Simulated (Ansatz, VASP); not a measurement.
# P: VASP beside Ansatz

The input POSCAR:

```
P
1.0
    1.6998393003      0.9814026776      3.1766252123
   -1.6998393003      0.9814026776      3.1766252123
    0.0000000000     -1.9628053552      3.1766252123
P
2
Direct
    0.2270802500      0.2270802500      0.2270802500
    0.7729197500      0.7729197500      0.7729197500
```

The input INCAR.step1:

```
  PREC = Accurate
  ENCUT = 520
  ISMEAR = 0
  SIGMA = 0.15
  LREAL = F
  LASPH = T
  NELM = 80
  NBANDS = 12
  GGA = PE
  ALGO = Normal
  EDIFF = 1E-4
  LWAVE = T
  LCHARG = F
```

Contents of INCAR.step2:

```
  PREC = Accurate
  ENCUT = 520
  EDIFF = 1E-6
  ISMEAR = 0
  SIGMA = 0.15
  LREAL = F
  LASPH = T
  NELM = 80
  ALGO = Normal
  ISIF = 2
  LWAVE = F
  LCHARG = T
  METAGGA = R2SCAN
  LMIXTAU = T
  LELF = T
  LVHAR = T
  NBANDS = 12
  ISTART = 1
```

Contents of KPOINTS:

```
Automatic mesh
0
Gamma
  18 18 18
```

Input for Ansatz:

```yaml
crystal:
  lattice:
    - [1.6998393003, 0.9814026776, 3.1766252123]
    - [-1.6998393003, 0.9814026776, 3.1766252123]
    - [0.0, -1.9628053552, 3.1766252123]
  atoms:
    - { symbol: P, position: [0.22708025, 0.22708025, 0.22708025] }
    - { symbol: P, position: [0.77291975, 0.77291975, 0.77291975] }
basis:
  ecutwfc: 500
kpoints:
  mp_grid: { grid: [18, 18, 18] }
hamiltonian:
  xc: r2scan
scf:
  occupations: { method: gaussian, width: 0.15 }
output:
  forces: true
  stress: true
  eigenvalues: true
```

Change from the starting cell: strain -0.015 along x and y, +0.015 along z, atoms carried along.

Alike in both runs: task single point; functional r2SCAN; k mesh 18 × 18 × 18; occupations gaussian, width 0.15 eV; no spin polarisation.

```csv
,VASP,Ansatz
version,VASP 6.6.1,Ansatz 0.2.0
potentials or method,"VASP PAW PBE potentials, release 64 (P), cutoff 520 eV","scalar-relativistic, plane waves, PAW"
valence electrons in the cell,10,10
```

```csv
,VASP,Ansatz,Ansatz less VASP
gap on the k mesh at the Fermi level (eV),none,none,-
pressure (GPa),2.4,3.0,+0.62
"traceless stress, the component that is largest in VASP (GPa)",-2.44,-2.57,-0.133
rms of the force components (eV/Å),0.003,0.054,+0.0508
```

VASP's potentials were made for PBE, not for r2SCAN. Atom by atom the forces differ by 0.057 eV/Å (rms over components). A gap of «none» marks a metal or a gap that the smearing closes.
